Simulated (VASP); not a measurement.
Input of a VASP 6.6.1 run:

INCAR

```
PREC = Accurate
ENCUT = 520
EDIFF = 1E-6
ISMEAR = 0
SIGMA = 0.15
LREAL = F
LASPH = T
NELM = 60
ALGO = Normal
ISIF = 2
LWAVE = F
LCHARG = F
GGA = CA
NBANDS = 11
```

The input KPOINTS:

```
regular mesh
0
Gamma
  14 14 14
```

Contents of POSCAR:

```
Si
1.0
   -2.3824154513      2.3824154513      1.3052992358
    2.3824154513     -2.3824154513      1.3052992358
    2.3824154513      2.3824154513     -1.3052992358
Si
2
Direct
    0.2500000000      0.7500000000      0.5000000000
    0.5000000000      0.5000000000      0.0000000000
```

Potentials or basis: VASP PAW LDA potentials, release 64 (Si).

The run is started by

```sh
$ cat potpaw_LDA.64/Si/POTCAR > POTCAR
$ mpirun -np 1 vasp_std > vasp.out
```

Problem. Estimate the band gap on the k mesh.

Solution. Zero (bands 4 and 5 overlap by 6.25 eV).

Problem. What does it give for the pressure?

Solution. 0.0 GPa.

Stress tensor (GPa, compression positive):
```
-0.38  0.00  0.00
 0.00 -0.38  0.00
 0.00  0.00  0.66
```
